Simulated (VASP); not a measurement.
SiC, 2 atoms in the cell. It takes space group R3m (No. 160, trigonal). Conventional cell: a = 3.103 Å, b = 3.103 Å, c = 8.103 Å, α = 90.00°, β = 90.00°, γ = 120.00°. Si (site symmetry 3m) has 4 C at 1.91 to 2.03 Å within 2.5 Å. Within 2.5 Å of C (site symmetry 3m) lie 4 Si at 1.91 to 2.03 Å. 

| Quantity | Value |
| --- | --- |
| Program | VASP 6.6.1 |
| Task | single point |
| Functional | PBE |
| Potentials or basis | VASP PAW PBE potentials, release 64 (Si, C) |
| Cutoff | 520 eV |
| k mesh | 12 × 12 × 12 |
| Occupations | gaussian, width 0.05 eV |
| Spin | no spin polarisation |
| Dipole correction | no |
| Further INCAR settings | ALGO = Normal; EDIFF = 1e-06; NBANDS = 11 |

Potentials or basis: VASP PAW PBE potentials, release 64 (Si, C).

Command:

```sh
$ cat potpaw_PBE.64/Si/POTCAR potpaw_PBE.64/C/POTCAR > POTCAR
$ mpirun -np 1 vasp_std > vasp.out
```

Hardware: 1 thread of Intel(R) Xeon(R) Platinum 8488C (Sapphire Rapids), on a shared host.

Problem. How long does it take, and how much memory?

Solution. Wall time 15 s on 1 thread of Intel(R) Xeon(R) Platinum 8488C (Sapphire Rapids), on a shared host, peak memory 0.16 GiB. Counts: scf iterations 12, k points 189.
